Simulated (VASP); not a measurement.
A run of VASP 6.6.1 is set up as follows.

INCAR

```
PREC = Accurate ; ENCUT = 520
EDIFF = 1E-6 ; ISMEAR = 0
SIGMA = 0.05 ; LREAL = F
LASPH = T ; NELM = 100
ALGO = Normal ; ISIF = 2
LWAVE = F ; LCHARG = T
LELF = T ; LVHAR = T
NBANDS = 11
```

KPOINTS

```
regular mesh
0
Gamma
  12 12 12
```

Contents of POSCAR:

```
Si
1.0
    0.0000000000      2.7045256034      3.0166278580
    2.7045256034      0.0000000000      3.0166278580
    2.7045256034      2.7045256034      0.0000000000
Si
2
Direct
    0.5000000000      0.5000000000      0.5000000000
    0.7500000000      0.7500000000      0.7500000000
```

Potentials or basis: VASP PAW LDA potentials, release 64 (Si).

The run is started by

```console
$ cat potpaw_LDA.64/Si/POTCAR > POTCAR
$ mpirun -np 1 vasp_std > vasp.out
```

(1) What does it give for the band gap on the k mesh?

(2) Predict the pressure.

## Answers

(1) 0.05 eV, indirect (least direct gap 1.36 eV).

(2) -8.7 GPa.
